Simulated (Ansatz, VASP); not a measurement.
KBr: VASP beside Ansatz

INCAR

```
SYSTEM = KBr
ALGO = Normal
EDIFF = 1E-6
ENCUT = 500
GGA = PS
GGA_COMPAT = .False.
ISIF = 2
ISMEAR = -1
LASPH = .True.
LCHARG = .False.
LREAL = .False.
LWAVE = .False.
NBANDS = 15
NELM = 120
PREC = Accurate
SIGMA = 0.01
```

The input KPOINTS:

```
k-points
0
Gamma
  7 7 7
  0 0 0
```

File POSCAR:

```
KBr
1.0
    0.0000000000      3.2925000000      3.2925000000
    3.2925000000      0.0000000000      3.2925000000
    3.2925000000      3.2925000000      0.0000000000
K Br
1 1
Direct
    0.0000000000      0.0000000000      0.0000000000
    0.5000000000      0.5000000000      0.5000000000
```

Input for Ansatz:

```yaml
crystal:
  lattice:
    - [0.0, 3.2925, 3.2925]
    - [3.2925, 0.0, 3.2925]
    - [3.2925, 3.2925, 0.0]
  atoms:
    - { symbol: K, position: [0.0, 0.0, 0.0] }
    - { symbol: Br, position: [0.5, 0.5, 0.5] }
kpoints:
  mp_grid: { grid: [7, 7, 7] }
  band_path:
    path:
      - [0.0, 0.0, 0.0]
      - [0.5, 0.0, 0.5]
      - [0.625, 0.25, 0.625]
      - [0.375, 0.375, 0.75]
      - [0.0, 0.0, 0.0]
      - [0.5, 0.5, 0.5]
      - [0.5, 0.25, 0.75]
      - [0.5, 0.0, 0.5]
    npoints: 5
scf:
  occupations: { method: fermi_dirac, width: 0.01 }
hamiltonian:
  xc: pbesol
  pseudopotentials: { kind: all_electron, lapw: { basis_error: 0.00025 } }
output:
  forces: true
  stress: true
  eigenvalues: true
```

Alike in both runs: task single point; functional PBEsol; k mesh 7 × 7 × 7; occupations fermi-dirac, width 0.01 eV; no spin polarisation.

|  | VASP | Ansatz |
| --- | --- | --- |
| version | VASP 6.6.1 | Ansatz 0.2.0 |
| potentials or method | VASP PAW PBE potentials, release 64 (K_sv, Br), cutoff 500 eV | all-electron LAPW, scalar-relativistic |

|  | VASP | Ansatz | Ansatz less VASP |
| --- | --- | --- | --- |
| gap on the k mesh at the Fermi level (eV) | 4.30 | 4.30 | +0.003 |
| pressure (GPa) | -0.2 | -0.2 | -0.05 |

VASP's potentials were made for PBE, not for PBEsol. Ansatz ran all-electron here, and VASP with PAW potentials.
